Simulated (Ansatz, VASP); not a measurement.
One calculation of YN, two programs

```
Y N
1.0
     0.00000    2.44380    2.48979
     2.44380    0.00000    2.48979
     2.44380    2.44380    0.00000
Y N
1 1
Direct
  0.00000 0.00000 0.00000
  0.50000 0.50000 0.50000
```

Change from the starting cell: strained cell.

Alike in both runs: functional PBE; k mesh 10 × 10 × 10; occupations gaussian, width 0.01 eV; no spin polarisation.

Ansatz relaxed the structure, and its values are those at the end. VASP's run is a single point on that final structure, the one shown.

|  | VASP | Ansatz |
| --- | --- | --- |
| version | VASP 6.6.1 | Ansatz 0.2.0 |
| potentials or method | VASP PAW PBE potentials, release 64 (Y_sv, N), cutoff 600 eV | scalar-relativistic, plane waves, PAW |
| valence electrons in the cell | 16 | 16 |

VASP gave:

```
gap on the k mesh at the Fermi level (eV) : 0.18
least direct gap on the mesh (eV)         : 0.58
pressure (GPa)                            : -1.3
```

Problem. What did Ansatz give for the same quantities?

Solution. gap on the k mesh at the Fermi level (eV): 0.18; least direct gap on the mesh (eV): 0.59; pressure (GPa): -1.0.

The functional is the same, so the differences come from potentials, cutoffs and numerics. Ansatz's warnings: stress scf threshold loose.
